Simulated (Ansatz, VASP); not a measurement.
One calculation of Se, two programs

```
Se
1.0
     4.45931    0.00000    0.00000
    -2.22966    3.86188    0.00000
     0.00000    0.00000    4.92850
Se
3
Cartesian
  0.9717 0.0000 1.6428
  -0.4858 0.8415 3.2857
  1.7438 3.0204 0.0000
```

Alike in both runs: task single point; functional PBEsol; k mesh 9 × 9 × 7; occupations fermi-dirac, width 0.02 eV; no spin polarisation.

|  | VASP | Ansatz |
| --- | --- | --- |
| version | VASP 6.6.1 | Ansatz 0.2.0 |
| potentials or method | VASP PAW PBE potentials, release 64 (Se), cutoff 520 eV | all-electron LAPW, scalar-relativistic |

|  | VASP | Ansatz | Ansatz less VASP |
| --- | --- | --- | --- |
| gap on the k mesh at the Fermi level (eV) | 1.28 | 1.29 | +0.010 |
| least direct gap on the mesh (eV) | 1.42 | 1.44 | +0.020 |

VASP's potentials were made for PBE, not for PBEsol. Ansatz ran all-electron here, and VASP with PAW potentials.
